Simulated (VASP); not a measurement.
# MgO (P1) in VASP: further runs

Runs on MgO. Level: LDA. Tasks: single point.

Everything below comes from runs of VASP 6.6.1. Logs are shortened: lines on timing, memory, paths and dates and some standing lists are left out, and cuts for length are marked.

**1. The cell of the first run**

The typed cell holds 16 atoms: a = 5.405 Å, b = 5.405 Å, c = 5.405 Å, α = 60.00°, β = 60.00°, γ = 60.00°.

**2. Single point, LDA**

File INCAR:

```
PREC = Accurate
ENCUT = 520
EDIFF = 1E-6
ISMEAR = -1
SIGMA = 0.05
LREAL = Auto
LASPH = True
NELM = 80
ALGO = Normal
ISIF = 2
LWAVE = False
LCHARG = False
NBANDS = 46
```

File KPOINTS:

```
regular mesh
0
Gamma
  2 2 2
```

File POSCAR:

```
MgO
1.0
    0.0000000000      3.8220000000      3.8220000000
    3.8220000000      0.0000000000      3.8220000000
    3.8220000000      3.8220000000      0.0000000000
Mg O
8 8
Direct
    0.0039115646     -0.0059000523     -0.0074437467
    0.0149921507     -0.0165881737      0.5131868132
   -0.0126111983      0.5033228676     -0.0062271062
   -0.0001569859      0.4999738357      0.4795133438
    0.4614338043      0.0155154369      0.0239403454
    0.4942961800      0.0312140241      0.5032443747
    0.5205520670      0.4846546311     -0.0137493459
    0.5197017268      0.4849031920      0.5036630037
    0.2324568289      0.2542778650      0.2622579801
    0.2557561486      0.2892464678      0.7282051282
    0.2408817373      0.7523417059      0.2451988488
    0.2694270016      0.7470303506      0.7369047619
    0.7744374673      0.2171637886      0.2375196232
    0.7565149137      0.2422030351      0.7559654631
    0.7384615385      0.7465724751      0.2531135531
    0.7288723182      0.7555599163      0.7867477760
```

Potentials or basis: VASP PAW LDA potentials, release 64 (Mg, O).

Run with:

```bash
$ cat potpaw_LDA.64/Mg/POTCAR potpaw_LDA.64/O/POTCAR > POTCAR
$ mpirun -np 1 vasp_std > vasp.out
```

OUTCAR:

```text
PREC = Accurate
   ENCUT = 520
   EDIFF = 1E-6
   ISMEAR = -1
   LREAL = Auto
   LASPH = True
   NELM = 80
   ISIF = 2

 ion  position               nearest neighbor table
   1  0.004  0.994  0.993-  13 1.79  14 1.85  11 1.87  12 1.92  15 1.96  10 2.09   2 2.59   5 2.62
                             7 2.63   4 2.65   6 2.66   3 2.70   3 2.71   4 2.75   6 2.76   7 2.77
   2  0.015  0.983  0.513-  12 1.83   9 1.87  11 1.91  14 1.92  16 1.97  13 1.98   5 2.53   1 2.59
                             3 2.60   4 2.67   8 2.69   6 2.70   8 2.71   6 2.72   4 2.75   3 2.81
   3  0.987  0.503  0.994-  16 1.79  10 1.84  13 1.92  15 1.92   9 1.96  12 2.01   7 2.60   2 2.60
                             5 2.60   8 2.65   4 2.65   1 2.70   1 2.71   4 2.76   8 2.77   5 2.81
   4  1.000  0.500  0.480-   9 1.77  15 1.87  11 1.89  14 1.92  10 1.94  16 2.16   8 2.57   6 2.61
                             3 2.65   1 2.65   7 2.67   2 2.67   7 2.74   2 2.75   1 2.75   3 2.76
   5  0.461  0.016  0.024-   9 1.82  11 1.86  16 1.90  10 1.94  15 1.94  14 2.00   2 2.53   3 2.60
                             7 2.61   1 2.62   8 2.69   6 2.69   6 2.73   8 2.74   1 2.80   3 2.81
   6  0.494  0.031  0.503-  13 1.81  10 1.85   9 1.93  12 1.96  16 1.99  15 2.05   8 2.52   4 2.61
                             7 2.63   1 2.66   5 2.69   2 2.70   2 2.72   5 2.73   1 2.76   7 2.79
   7  0.521  0.485  0.986-  14 1.81  16 1.85  12 1.91  13 1.93   9 1.99  11 2.01   3 2.60   5 2.61
                             8 2.61   1 2.63   6 2.63   4 2.67   4 2.74   1 2.77   6 2.79   8 2.80
   8  0.520  0.485  0.504-  10 1.77  15 1.84  14 1.87  12 1.89  13 2.04  11 2.05   6 2.52   4 2.57
                             7 2.61   3 2.65   5 2.69   2 2.69   2 2.71   5 2.74   3 2.77   7 2.80
   9  0.232  0.254  0.262-   4 1.77   5 1.82   2 1.87   6 1.93   3 1.96   7 1.99
  10  0.256  0.289  0.728-   8 1.77   3 1.84   6 1.85   5 1.94   4 1.94   1 2.09
  11  0.241  0.752  0.245-   5 1.86   1 1.87   4 1.89   2 1.91   7 2.01   8 2.05
  12  0.269  0.747  0.737-   2 1.83   8 1.89   7 1.91   1 1.92   6 1.96   3 2.01
  13  0.774  0.217  0.238-   1 1.79   6 1.81   3 1.92   7 1.93   2 1.98   8 2.04
  14  0.757  0.242  0.756-   7 1.81   1 1.85   8 1.87   2 1.92   4 1.92   5 2.00
  15  0.738  0.747  0.253-   8 1.84   4 1.87   3 1.92   5 1.94   1 1.96   6 2.05
  16  0.729  0.756  0.787-   3 1.79   7 1.85   5 1.90   2 1.97   6 1.99   4 2.16

  LATTYP: Found a face centered cubic cell.
 ALAT       =     7.6440000000

  Lattice vectors:

 A1 = (   0.0000000000,   3.8220000000,   3.8220000000)
 A2 = (   3.8220000000,   0.0000000000,   3.8220000000)
 A3 = (   3.8220000000,   3.8220000000,   0.0000000000)

Analysis of symmetry for initial positions (statically):
=====================================================================
 Subroutine PRICEL returns:
 Original cell was already a primitive cell.

 Routine SETGRP: Setting up the symmetry group for a
 face centered cubic supercell.

 Subroutine GETGRP returns: Found  1 space group operations
 (whereof  1 operations were pure point group operations)
 out of a pool of 48 trial point group operations.

The static configuration has the point symmetry C_1 .

Analysis of symmetry for dynamics (positions and initial velocities):
=====================================================================
 Subroutine PRICEL returns:
 Original cell was already a primitive cell.

 Routine SETGRP: Setting up the symmetry group for a
 face centered cubic supercell.

 Subroutine GETGRP returns: Found  1 space group operations
 (whereof  1 operations were pure point group operations)
 out of a pool of 48 trial point group operations.

The dynamic configuration has the point symmetry C_1 .

 Subroutine INISYM returns: Found  1 space group operations
 (whereof  1 operations are pure point group operations),
 and found     1 'primitive' translations

----------------------------------------------------------------------------------------

                                     Primitive cell

  volume of cell :     111.6611

  direct lattice vectors                    reciprocal lattice vectors
     0.000000000  3.822000000  3.822000000    -0.130821559  0.130821559  0.130821559
     3.822000000  0.000000000  3.822000000     0.130821559 -0.130821559  0.130821559
     3.822000000  3.822000000  0.000000000     0.130821559  0.130821559 -0.130821559

  length of vectors
     5.405124235  5.405124235  5.405124235     0.226589588  0.226589588  0.226589588

  position of ions in fractional coordinates (direct lattice)
     0.003911565  0.994099948  0.992556253
[... 38 lines left out ...]

Automatic generation of k-mesh.
 Grid dimensions read from file:
 generate k-points for:    2    2    2

 Generating k-lattice:

  Cartesian coordinates                     Fractional coordinates (reciprocal lattice)
    -0.065410780  0.065410780  0.065410780     0.500000000  0.000000000  0.000000000
     0.065410780 -0.065410780  0.065410780     0.000000000  0.500000000  0.000000000
     0.065410780  0.065410780 -0.065410780     0.000000000  0.000000000  0.500000000

  Length of vectors
     0.113294794  0.113294794  0.113294794

  Shift w.r.t. Gamma in fractional coordinates (k-lattice)
     0.000000000  0.000000000  0.000000000

 Subroutine IBZKPT returns following result:
 ===========================================

 Found      8 irreducible k-points:

 Following reciprocal coordinates:
            Coordinates               Weight
  0.000000  0.000000  0.000000      1.000000
  0.500000  0.000000  0.000000      1.000000
  0.000000  0.500000  0.000000      1.000000
  0.000000  0.000000  0.500000      1.000000
  0.500000  0.500000  0.500000      1.000000
  0.500000  0.500000  0.000000      1.000000
  0.000000  0.500000  0.500000      1.000000
  0.500000  0.000000  0.500000      1.000000
   k-points           NKPTS =      8   k-points in BZ     NKDIM =      8   number of bands    NBANDS=     46
   number of dos      NEDOS =    301   number of ions     NIONS =     16
   total plane-waves  NPLWV =  64000
   dimension x,y,z NGX =    40 NGY =   40 NGZ =   40
   dimension x,y,z NGXF=    80 NGYF=   80 NGZF=   80
   ions per type =               8   8
   NGX,Y,Z   is equivalent  to a cutoff of  12.30, 12.30, 12.30 a.u.
   NGXF,Y,Z  is equivalent  to a cutoff of  24.61, 24.61, 24.61 a.u.
 SYSTEM =  unknown system
   PREC   = accura    normal or accurate (medium, high low for compatibility)
   ISTART =      0    job   : 0-new  1-cont  2-samecut
   ICHARG =      2    charge: 1-file 2-atom 10-const
   ISPIN  =      1    spin polarized calculation?
   LNONCOLLINEAR =      F non collinear calculations
   LSORBIT =      F    spin-orbit coupling
   LASPH  =      T    aspherical Exc in radial PAW
   ENCUT  =  520.0 eV  38.22 Ry    6.18 a.u.  10.05 10.05 10.05*2*pi/ulx,y,z
   NELM   =     80;   NELMIN=  2; NELMDL= -5     # of ELM steps
   EDIFF  = 0.1E-05   stopping-criterion for ELM
   LREAL  =      T    real-space projection
   EDIFFG = 0.1E-04   stopping-criterion for IOM
   NSW    =      0    number of steps for IOM
   IBRION =     -1    ionic relax: 0-MD 1-quasi-New 2-CG
   NFREE  =      0    steps in history (QN), initial steepest desc. (CG)
   ISIF   =      2    stress and relaxation
   ISYM   =      2    0-nonsym 1-usesym 2-fastsym
   POTIM  = 0.5000    time-step for ionic-motion
   TEBEG  =    0.0;   TEEND  =   0.0 temperature during run
   PSTRESS=    0.0 pullay stress
   NELECT =      64.0000    total number of electrons
   NUPDOWN=      -1.0000    fix difference up-down
   EMIN   =  10.00;   EMAX   =-10.00  energy-range for DOS
   EFERMI =   0.00;   METHOD = LEGACY
   ISMEAR =    -1;   SIGMA  =   0.05  broadening in eV -4-tet -1-fermi 0-gaus
   EFERMI_NEDOS =   21; number of points for ismear=-14 and -15
   IALGO  =     38    algorithm
   IMIX   =      4    mixing-type and parameters
     AMIX     =   0.40;   BMIX     =  1.00
     AMIX_MAG =   1.60;   BMIX_MAG =  1.00
  volume/ion in A,a.u.               =       6.98        47.10
  Fermi-wavevector in a.u.,A,eV,Ry     =   1.359881  2.569802 25.160921  1.849275
  Thomas-Fermi vector in A             =   2.486591
   LORBIT       =      0    0 simple, 1 ext, 2 COOP (PROOUT), +10 PAW based schemes
   GGA     = CA    functional components
   LHFCALC =     F    Hartree Fock is set to
   AEXX    =    0.0000 exact exchange contribution
   IVDW    =     0    specifies the selected vdW correction
   LEPSILON=     F    determine dielectric tensor
   LRPA    =     F    only Hartree local field effects (RPA)
 non-spin polarized calculation
  energy-cutoff  :      520.00
  volume of cell :      111.66
 maximum number of plane-waves:      3026
   NGX = 21   NGY = 21   NGZ = 21

 number of electron      63.9999999 magnetization

 Free energy of the ion-electron system (eV)
  ---------------------------------------------------
  ext. energy  EPLUGINS =         0.00000000
  ---------------------------------------------------
  free energy    TOTEN  =       -99.61934514 eV

  energy without entropy =      -99.61934514  energy(sigma->0) =      -99.61934514

 E-fermi :   6.8592     XC(G=0): -13.0600

 val. band max:        5.6821155293   @ k =   0.0000   0.0000   0.0000
 cond. band min:      13.3433595829   @ k =   0.0000   0.0000   0.0000
 fundamental gap:      7.6612440536
 Fermi energy:         6.8591734784

 k-point     1 :       0.0000    0.0000    0.0000
  band No.  band energies     occupation
      1     -13.3385      2.00000
      2     -11.2722      2.00000
      3     -11.2036      2.00000
      4     -11.1136      2.00000
      5     -10.9834      2.00000
      6     -10.5682      2.00000
[... 365 lines left out ...]
     43      18.5999      0.00000
     44      18.7270      0.00000
 [bands above 44 left out]

------------------------ aborting loop because EDIFF is reached ----------------------------------------

  FORCE on cell =-STRESS in cart. coord.  units (eV):
  Direction    XX          YY          ZZ          XY          YZ          ZX
  --------------------------------------------------------------------------------------
  -------------------------------------------------------------------------------------
  Total       57.1883217     52.9448331     54.5065297      0.2905462      0.4435991     -0.0441663
  in kB      820.5704817    759.6824998    782.0906082      4.1689216      6.3650119     -0.6337235
  external PRESSURE =     787.4478632 kB  Pullay stress =       0.0000000 kB

 VOLUME and BASIS-vectors are now :
 -----------------------------------------------------------------------------
  energy-cutoff  :      520.00
  volume of cell :      111.66
      direct lattice vectors                 reciprocal lattice vectors
     0.000000000  3.822000000  3.822000000    -0.130821559  0.130821559  0.130821559
     3.822000000  0.000000000  3.822000000     0.130821559 -0.130821559  0.130821559
     3.822000000  3.822000000  0.000000000     0.130821559  0.130821559 -0.130821559

 POSITION                                       TOTAL-FORCE (eV/Angst)
 -----------------------------------------------------------------------------------
      7.59300      3.80850      3.81440        -1.260316      0.602032     -0.155908
      5.72000      2.01870      3.81590        -0.281778     -1.612200     -1.443813
      5.72190      7.57200      5.69750         0.799930      1.576662      0.710004
      3.74360      5.65410      5.73230         3.251137      0.654249      0.581774
      0.15080      1.85510      1.82290        -2.158266      0.952131      1.028414
      2.04270      3.81260      2.00850        -2.287089      1.075375     -2.154798
[... 8 lines left out ...]
      3.82080      3.78980      5.67580         0.533549     -0.007002      1.099246
      5.89470      5.79270      5.67350        -1.898219     -2.458077      1.463781
 -----------------------------------------------------------------------------------
    total drift:                               -0.004761     -0.004959     -0.001663

  FREE ENERGIE OF THE ION-ELECTRON SYSTEM (eV)
  ---------------------------------------------------
  free  energy   TOTEN  =       -99.6193451415 eV

  energy  without entropy=      -99.6193451414  energy(sigma->0) =      -99.61934514
```

Wall time 87 s (1 thread of Intel Xeon Platinum 8175M at 2.50GHz (Skylake/Cascade Lake), shared host); peak memory 0.2 GiB.

What came out:

- Free energy: -99.6193 eV
- Pressure: 78.7 GPa
- Largest force: 3.658 eV/Å
- Band gap on the k mesh: 7.66 eV, direct

Forces on the atoms (eV/Å):
```
Mg  -1.260  0.602 -0.156
Mg  -0.282 -1.612 -1.444
Mg   0.800  1.577  0.710
Mg   3.251  0.654  0.582
Mg  -2.158  0.952  1.028
Mg  -2.287  1.075 -2.155
Mg   2.742 -0.473 -0.557
Mg  -0.244 -1.817  1.429
O   -1.351 -0.050  1.188
O   -0.611  0.270 -3.596
O   -0.553  1.153 -0.254
O    1.148  0.653 -0.414
O    3.270 -0.035  1.228
O   -1.099 -0.486 -0.153
O    0.534 -0.007  1.099
O   -1.898 -2.458  1.464
```

Stress tensor (GPa, compression positive):
```
82.06  0.42 -0.06
 0.42 75.97  0.64
-0.06  0.64 78.21
```

Caveat: the k points lie up to 0.71 Å⁻¹ apart; forces of over 1 eV/Å act on the atoms, so gaps and moduli don't describe the material at rest.

(Continued in part 2 of 2.)
